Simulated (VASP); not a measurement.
# GaN (F-43m) in VASP: further runs

GaN is run at these levels: BLYP+D4, PBE, BLYP; tasks: single point.

Everything below comes from runs of VASP 6.6.1. Logs are shortened: lines on timing, memory, paths and dates and some standing lists are left out, and cuts for length are marked.

## Step 1: The cell of the first run

It takes space group F-43m (No. 216, cubic). Conventional cell: a = 4.500 Å, b = 4.500 Å, c = 4.500 Å, α = 90.00°, β = 90.00°, γ = 90.00°. Within 2.6 Å of Ga (site symmetry -43m) lie 4 N at 1.95 Å. Within 2.6 Å of N (site symmetry -43m) lie 4 Ga at 1.95 Å.

## Step 2: Single point, BLYP+D4

The input, INCAR:

```
PREC = Accurate
ENCUT = 1330
EDIFF = 1E-6
ISMEAR = -1
SIGMA = 0.05
LREAL = F
LASPH = T
NELM = 120
ALGO = Normal
ISIF = 2
LWAVE = F
LCHARG = T
GGA = B5
ALDAX = 1.0
AGGAX = 1.0
AGGAC = 1.0
ALDAC = 0.0
IVDW = 13
VDW_S6 = 1.0
VDW_S8 = 2.34076671
VDW_A1 = 0.44488865
VDW_A2 = 4.0933009
LELF = T
LVHAR = T
NBANDS = 16
GGA_COMPAT = F
```

The input, KPOINTS:

```
Automatic mesh
0
Gamma
  10 10 10
```

The input, POSCAR:

```
GaN
1.0
    0.0000000000      2.2497573733      2.2497573733
    2.2497573733      0.0000000000      2.2497573733
    2.2497573733      2.2497573733      0.0000000000
Ga N
1 1
Direct
    0.0000000000      0.0000000000      0.0000000000
    0.2500000000      0.2500000000      0.2500000000
```

Potentials or basis: VASP PAW PBE potentials, release 64 (Ga_d, N_h).

On the command line:

```console
> cat potpaw_PBE.64/Ga_d/POTCAR potpaw_PBE.64/N_h/POTCAR > POTCAR
> mpirun -np 1 vasp_std > vasp.out
```

OUTCAR:

```text
PREC = Accurate
   ENCUT = 1330
   EDIFF = 1E-6
   ISMEAR = -1
   LREAL = F
   LASPH = T
   NELM = 120
   ISIF = 2
   GGA = B5
   IVDW = 13

 ion  position               nearest neighbor table
   1  0.000  0.000  0.000-   2 1.95   2 1.95   2 1.95   2 1.95
   2  0.250  0.250  0.250-   1 1.95   1 1.95   1 1.95   1 1.95

  LATTYP: Found a face centered cubic cell.
 ALAT       =     4.4995147466

  Lattice vectors:

 A1 = (   0.0000000000,   2.2497573733,   2.2497573733)
 A2 = (   2.2497573733,   0.0000000000,   2.2497573733)
 A3 = (   2.2497573733,   2.2497573733,   0.0000000000)

Analysis of symmetry for initial positions (statically):
=====================================================================
 Subroutine PRICEL returns:
 Original cell was already a primitive cell.

 Routine SETGRP: Setting up the symmetry group for a
 face centered cubic supercell.

 Subroutine GETGRP returns: Found 24 space group operations
 (whereof 24 operations were pure point group operations)
 out of a pool of 48 trial point group operations.

The static configuration has the point symmetry T_d .

Analysis of symmetry for dynamics (positions and initial velocities):
=====================================================================
 Subroutine PRICEL returns:
 Original cell was already a primitive cell.

 Routine SETGRP: Setting up the symmetry group for a
 face centered cubic supercell.

 Subroutine GETGRP returns: Found 24 space group operations
 (whereof 24 operations were pure point group operations)
 out of a pool of 48 trial point group operations.

The dynamic configuration has the point symmetry T_d .

 Subroutine INISYM returns: Found 24 space group operations
 (whereof 24 operations are pure point group operations),
 and found     1 'primitive' translations

----------------------------------------------------------------------------------------

                                     Primitive cell

  volume of cell :      22.7739

  direct lattice vectors                    reciprocal lattice vectors
     0.000000000  2.249757373  2.249757373    -0.222246188  0.222246188  0.222246188
     2.249757373  0.000000000  2.249757373     0.222246188 -0.222246188  0.222246188
     2.249757373  2.249757373  0.000000000     0.222246188  0.222246188 -0.222246188

  length of vectors
     3.181637389  3.181637389  3.181637389     0.384941689  0.384941689  0.384941689

  position of ions in fractional coordinates (direct lattice)
     0.000000000  0.000000000  0.000000000
     0.250000000  0.250000000  0.250000000

  ion indices of the primitive-cell ions
   primitive index   ion index
                 1           1
                 2           2

----------------------------------------------------------------------------------------

 KPOINTS: Automatic mesh

Automatic generation of k-mesh.
 Grid dimensions read from file:
 generate k-points for:   10   10   10

 Generating k-lattice:

  Cartesian coordinates                     Fractional coordinates (reciprocal lattice)
    -0.022224619  0.022224619  0.022224619     0.100000000  0.000000000  0.000000000
     0.022224619 -0.022224619  0.022224619     0.000000000  0.100000000  0.000000000
     0.022224619  0.022224619 -0.022224619     0.000000000  0.000000000  0.100000000

  Length of vectors
     0.038494169  0.038494169  0.038494169

  Shift w.r.t. Gamma in fractional coordinates (k-lattice)
     0.000000000  0.000000000  0.000000000

 Subroutine IBZKPT returns following result:
 ===========================================

 Found     47 irreducible k-points:

 Following reciprocal coordinates:
            Coordinates               Weight
  0.000000  0.000000  0.000000      1.000000
  0.100000  0.000000  0.000000      8.000000
  0.200000  0.000000  0.000000      8.000000
  0.300000  0.000000  0.000000      8.000000
  0.400000  0.000000  0.000000      8.000000
  0.500000  0.000000  0.000000      4.000000
[... 16 lines left out ...]
  0.300000  0.300000  0.000000      6.000000
  0.400000  0.300000  0.000000     24.000000
 [... further k-points ...]
   k-points           NKPTS =     47   k-points in BZ     NKDIM =     47   number of bands    NBANDS=     16
   number of dos      NEDOS =    301   number of ions     NIONS =      2
   total plane-waves  NPLWV =  64000
   dimension x,y,z NGX =    40 NGY =   40 NGZ =   40
   dimension x,y,z NGXF=    80 NGYF=   80 NGZF=   80
   ions per type =               1   1
   NGX,Y,Z   is equivalent  to a cutoff of  20.90, 20.90, 20.90 a.u.
   NGXF,Y,Z  is equivalent  to a cutoff of  41.80, 41.80, 41.80 a.u.
 SYSTEM =  unknown system
   PREC   = accura    normal or accurate (medium, high low for compatibility)
   ISTART =      0    job   : 0-new  1-cont  2-samecut
   ICHARG =      2    charge: 1-file 2-atom 10-const
   ISPIN  =      1    spin polarized calculation?
   LNONCOLLINEAR =      F non collinear calculations
   LSORBIT =      F    spin-orbit coupling
   LASPH  =      T    aspherical Exc in radial PAW
   ENCUT  = 1330.0 eV  97.75 Ry    9.89 a.u.   9.46  9.46  9.46*2*pi/ulx,y,z
   NELM   =    120;   NELMIN=  2; NELMDL= -5     # of ELM steps
   EDIFF  = 0.1E-05   stopping-criterion for ELM
   LREAL  =      F    real-space projection
   EDIFFG = 0.1E-04   stopping-criterion for IOM
   NSW    =      0    number of steps for IOM
   IBRION =     -1    ionic relax: 0-MD 1-quasi-New 2-CG
   NFREE  =      0    steps in history (QN), initial steepest desc. (CG)
   ISIF   =      2    stress and relaxation
   ISYM   =      2    0-nonsym 1-usesym 2-fastsym
   POTIM  = 0.5000    time-step for ionic-motion
   TEBEG  =    0.0;   TEEND  =   0.0 temperature during run
   PSTRESS=    0.0 pullay stress
   NELECT =      18.0000    total number of electrons
   NUPDOWN=      -1.0000    fix difference up-down
   EMIN   =  10.00;   EMAX   =-10.00  energy-range for DOS
   EFERMI =   0.00;   METHOD = LEGACY
   ISMEAR =    -1;   SIGMA  =   0.05  broadening in eV -4-tet -1-fermi 0-gaus
   EFERMI_NEDOS =   21; number of points for ismear=-14 and -15
   IALGO  =     38    algorithm
   IMIX   =      4    mixing-type and parameters
     AMIX     =   0.40;   BMIX     =  1.00
     AMIX_MAG =   1.60;   BMIX_MAG =  1.00
  volume/ion in A,a.u.               =      11.39        76.84
  Fermi-wavevector in a.u.,A,eV,Ry     =   1.513631  2.860348 31.172015  2.291078
  Thomas-Fermi vector in A             =   2.623396
   LORBIT       =      0    0 simple, 1 ext, 2 COOP (PROOUT), +10 PAW based schemes
   GGA     = B5    functional components
   LHFCALC =     F    Hartree Fock is set to
   AEXX    =    0.0000 exact exchange contribution
   IVDW    =    13    specifies the selected vdW correction
   LEPSILON=     F    determine dielectric tensor
   LRPA    =     F    only Hartree local field effects (RPA)
 non-spin polarized calculation
  energy-cutoff  :     1330.00
  volume of cell :       22.77
 maximum number of plane-waves:      2565
 NGX is ok and might be reduce to    40
   NGX = 19   NGY = 19   NGZ = 19

 number of electron      17.9999999 magnetization

 Free energy of the ion-electron system (eV)
  ---------------------------------------------------
  ext. energy  EPLUGINS =         0.00000000
  ---------------------------------------------------
  free energy    TOTEN  =       -10.96735446 eV

  energy without entropy =      -10.96735446  energy(sigma->0) =      -10.96735446

 E-fermi :   7.0439     XC(G=0): -11.1429

 val. band max:        6.0360175462   @ k =   0.0000   0.0000   0.0000
 cond. band min:       7.8842266667   @ k =   0.0000   0.0000   0.0000
 fundamental gap:      1.8482091205
 Fermi energy:         7.0439436258

 k-point     1 :       0.0000    0.0000    0.0000
  band No.  band energies     occupation
      1      -9.8545      2.00000
      2      -7.5143      2.00000
      3      -7.5143      2.00000
      4      -7.5143      2.00000
      5      -7.1949      2.00000
      6      -7.1949      2.00000
[... 8 lines left out ...]
     15      25.1723      0.00000
     16      25.1723      0.00000

 k-point     2 :       0.1000    0.0000    0.0000
  band No.  band energies     occupation
      1      -9.7470      2.00000
      2      -7.5006      2.00000
      3      -7.5006      2.00000
      4      -7.4721      2.00000
      5      -7.1961      2.00000
      6      -7.1961      2.00000
[... 8 lines left out ...]
     15      23.8490      0.00000
     16      23.9412      0.00000

 k-point     3 :       0.2000    0.0000    0.0000
  band No.  band energies     occupation
      1      -9.4808      2.00000
      2      -7.4690      2.00000
      3      -7.4690      2.00000
      4      -7.2969      2.00000
      5      -7.1948      2.00000
      6      -7.1948      2.00000
[... 8 lines left out ...]
     15      23.0772      0.00000
     16      23.0772      0.00000

 k-point     4 :       0.3000    0.0000    0.0000
  band No.  band energies     occupation
      1      -9.2086      2.00000
      2      -7.4409      2.00000
      3      -7.4409      2.00000
      4      -7.1811      2.00000
      5      -7.1811      2.00000
      6      -6.8772      2.00000
[... 8 lines left out ...]
     15      23.5324      0.00000
     16      23.5324      0.00000
[... 324 lines left out ...]
 k-point    22 :      -0.2000    0.2000    0.0000
  band No.  band energies     occupation
      1      -9.1249      2.00000
      2      -7.4240      2.00000
      3      -7.4101      2.00000
      4      -7.2167      2.00000
      5      -7.2044      2.00000
      6      -6.6975      2.00000
[... 8 lines left out ...]
     15      23.5997      0.00000
     16      26.8786      0.00000

 k-point    23 :       0.3000    0.3000    0.0000
  band No.  band energies     occupation
      1      -9.0465      2.00000
      2      -7.3620      2.00000
      3      -7.3240      2.00000
      4      -7.3240      2.00000
      5      -7.1444      2.00000
      6      -6.6752      2.00000
[... 8 lines left out ...]
     15      28.2540      0.00000
     16      28.7944      0.00000

 k-point    24 :       0.4000    0.3000    0.0000
  band No.  band energies     occupation
      1      -8.9461      2.00000
      2      -7.3814      2.00000
      3      -7.2894      2.00000
      4      -7.2892      2.00000
      5      -7.1342      2.00000
      6      -6.2031      2.00000
[... 8 lines left out ...]
     15      28.6263      0.00000
     16      28.6449      0.00000

 [... further k-points ...]

------------------------ aborting loop because EDIFF is reached ----------------------------------------

  DFT-D4 for vdW energy calculation

  Edisp (eV):   -1.53716

  FORCE on cell =-STRESS in cart. coord.  units (eV):
  Direction    XX          YY          ZZ          XY          YZ          ZX
  --------------------------------------------------------------------------------------
  -------------------------------------------------------------------------------------
  Total       0.23695     0.23695     0.23695     0.00000     0.00000    -0.00000
  in kB      16.66998    16.66998    16.66998     0.00000     0.00000    -0.00000
  external pressure =       16.67 kB  Pullay stress =        0.00 kB

 VOLUME and BASIS-vectors are now :
 -----------------------------------------------------------------------------
  energy-cutoff  :     1330.00
  volume of cell :       22.77
      direct lattice vectors                 reciprocal lattice vectors
     0.000000000  2.249757373  2.249757373    -0.222246188  0.222246188  0.222246188
     2.249757373  0.000000000  2.249757373     0.222246188 -0.222246188  0.222246188
     2.249757373  2.249757373  0.000000000     0.222246188  0.222246188 -0.222246188

 POSITION                                       TOTAL-FORCE (eV/Angst)
 -----------------------------------------------------------------------------------
      0.00000      0.00000      0.00000         0.000000     -0.000000      0.000000
      1.12488      1.12488      1.12488        -0.000000      0.000000     -0.000000
 -----------------------------------------------------------------------------------
    total drift:                               -0.000000     -0.000000     -0.000000

  FREE ENERGIE OF THE ION-ELECTRON SYSTEM (eV)
  ---------------------------------------------------
  free  energy   TOTEN  =       -12.5045164715 eV

  energy  without entropy=      -12.5045164714  energy(sigma->0) =      -12.50451647
```

Wall time 1.9 min (1 thread of Intel Xeon Platinum 8259CL at 2.50GHz (Skylake/Cascade Lake), shared host); peak memory 0.28 GiB.

Results:

```
Free energy                : -12.5045 eV
Pressure                   : 1.7 GPa
Band gap on the k mesh     : 1.85 eV
Dispersion energy per atom : -0.769 eV
```

Levels at points of the mesh, in eV from the valence-band top:
| k point | band 5 | band 6 | band 7 | band 8 | band 9 | band 10 | band 11 | band 12 | band 13 | band 14 |
| --- | --- | --- | --- | --- | --- | --- | --- | --- | --- | --- |
| (0.00, 0.00, 0.00) | -13.23 | -13.23 | 0.00 | 0.00 | 0.00 | 1.85 | 10.34 | 10.34 | 10.34 | 17.93 |
| (0.50, 0.00, 0.00) | -13.18 | -11.92 | -6.99 | -0.97 | -0.97 | 4.71 | 8.89 | 10.46 | 10.46 | 15.95 |
| (0.50, 0.50, 0.00) | -13.15 | -11.47 | -6.12 | -2.69 | -2.69 | 3.60 | 6.72 | 11.88 | 13.99 | 13.99 |

Caveat: the PAW data sets were made with another functional, which shifts forces and pressure a little.

## Step 3: Single point, PBE

This run uses another cell than the first one, of 11.44 Å³/atom.

The input, INCAR:

```
SYSTEM = GaN
  PREC = Accurate
  ENCUT = 600
  EDIFF = 1E-6
  ISMEAR = 0
  SIGMA = 0.013000000000000001
  LREAL = .False.
  LASPH = .True.
  NELM = 120
  ALGO = Normal
  ISIF = 2
  LWAVE = .False.
  LCHARG = .False.
  GGA = PE
  NBANDS = 16
  GGA_COMPAT = .False.
```

The input, KPOINTS:

```
regular mesh
0
Gamma
  10 10 10
  0 0 0
```

The input, POSCAR:

```
GaN
1.0
    0.0000000000      2.2535006075      2.2535006075
    2.2535006075      0.0000000000      2.2535006075
    2.2535006075      2.2535006075      0.0000000000
Ga N
1 1
Direct
    0.0000000000      0.0000000000      0.0000000000
    0.2500000000      0.2500000000      0.2500000000
```

Potentials or basis: VASP PAW PBE potentials, release 64 (Ga_d, N).

On the command line:

```console
> cat potpaw_PBE.64/Ga_d/POTCAR potpaw_PBE.64/N/POTCAR > POTCAR
> mpirun -np 1 vasp_std > vasp.out
```

Run time: 28 s. Hardware: 1 thread of Intel Xeon 8259CL, shared host; peak memory 0.17 GiB.

The run converged. Its results:

```
Free energy            : -12.1447 eV
Pressure               : 4.9 GPa
Band gap on the k mesh : 1.72 eV
```

Levels at points of the mesh, in eV from the valence-band top:
```
           k point  band 7  band 8  band 9  band 10  band 11  band 12
(0.00, 0.00, 0.00)    0.00    0.00    0.00     1.72    10.30    10.30
(0.50, 0.00, 0.00)   -7.04   -0.97   -0.97     4.64     8.73    10.37
(0.50, 0.50, 0.00)   -6.12   -2.70   -2.70     3.35     6.66    11.71
```

Caveat: the cell stands under pressure.

## Step 4: Single point, BLYP

This run uses another cell than the first one, of 11.21 Å³/atom.

The input, INCAR:

```
PREC     = Accurate       # precision mode
ENCUT    = 1330           # plane-wave cutoff, eV
EDIFF    = 1E-6           # SCF threshold, eV
ISMEAR   = -1             # smearing method
SIGMA    = 0.05           # smearing width, eV
LREAL    = F              # projectors in reciprocal space
LASPH    = T              # aspherical terms in the spheres
NELM     = 120            # most SCF steps
ALGO     = Normal         # electronic algorithm
ISIF     = 2              # what is computed and relaxed
LWAVE    = F              # write WAVECAR
LCHARG   = T              # write CHGCAR
GGA      = B5             # functional
ALDAX    = 1.0          
AGGAX    = 1.0          
AGGAC    = 1.0          
ALDAC    = 0.0          
LELF     = T              # ELF
LVHAR    = T            
NBANDS   = 16             # bands
GGA_COMPAT= F
```

The input, KPOINTS:

```
Automatic mesh
0
Gamma
  10 10 10
```

The input, POSCAR:

```
GaN
1.0
    0.0000000000      2.2383759866      2.2383759866
    2.2383759866      0.0000000000      2.2383759866
    2.2383759866      2.2383759866      0.0000000000
Ga N
1 1
Direct
    0.0000000000      0.0000000000      0.0000000000
    0.2500000000      0.2500000000      0.2500000000
```

Potentials or basis: VASP PAW PBE potentials, release 64 (Ga_d, N_h).

On the command line:

```console
> cat potpaw_PBE.64/Ga_d/POTCAR potpaw_PBE.64/N_h/POTCAR > POTCAR
> mpirun -np 1 vasp_std > vasp.out
```

Wall time 1.8 min (1 thread of AMD EPYC 7R43 (Zen 3), shared host); peak memory 0.25 GiB.

It converged, with:

| Item | Value |
| --- | --- |
| Free energy | -10.9353 eV |
| Pressure | 16.4 GPa |
| Band gap on the k mesh | 1.95 eV |

Levels at points of the mesh, in eV from the valence-band top:
```csv
k point,band 5,band 6,band 7,band 8,band 9,band 10,band 11,band 12,band 13,band 14
"(0.00, 0.00, 0.00)",-13.23,-13.23,0.00,0.00,0.00,1.95,10.44,10.44,10.44,18.14
"(0.50, 0.00, 0.00)",-13.18,-11.92,-7.09,-0.99,-0.99,4.82,8.97,10.54,10.54,16.08
"(0.50, 0.50, 0.00)",-13.15,-11.47,-6.18,-2.74,-2.74,3.61,6.82,11.99,14.15,14.15
```

Caveat: the cell stands under pressure; the PAW data sets were made with another functional, which shifts forces and pressure a little.

## Step 5: Summary

```tsv
level	potentials or basis	cell	cutoff (eV)	smearing	gap on the mesh (eV)	pressure (GPa)
BLYP+D4	VASP PAW PBE potentials, release 64 (Ga_d, N_h)	a = 3.182 Å, angles 60.0°, 2 atoms	1330	fermi-dirac 0.05 eV	1.85	1.7
PBE	VASP PAW PBE potentials, release 64 (Ga_d, N)	a = 3.187 Å, angles 60.0°, 2 atoms	600	gaussian 0.013 eV	1.72	4.9
BLYP	VASP PAW PBE potentials, release 64 (Ga_d, N_h)	a = 3.166 Å, angles 60.0°, 2 atoms	1330	fermi-dirac 0.05 eV	1.95	16.4
```

Alike in all rows: task single point; no spin polarisation; k mesh 10 × 10 × 10.

Caveats: the PAW data sets were made with another functional, which shifts forces and pressure a little (at least some runs); the cell stands under pressure (at least some runs).

Total energies depend on the potentials used, so only differences within one code and one set of settings carry meaning.
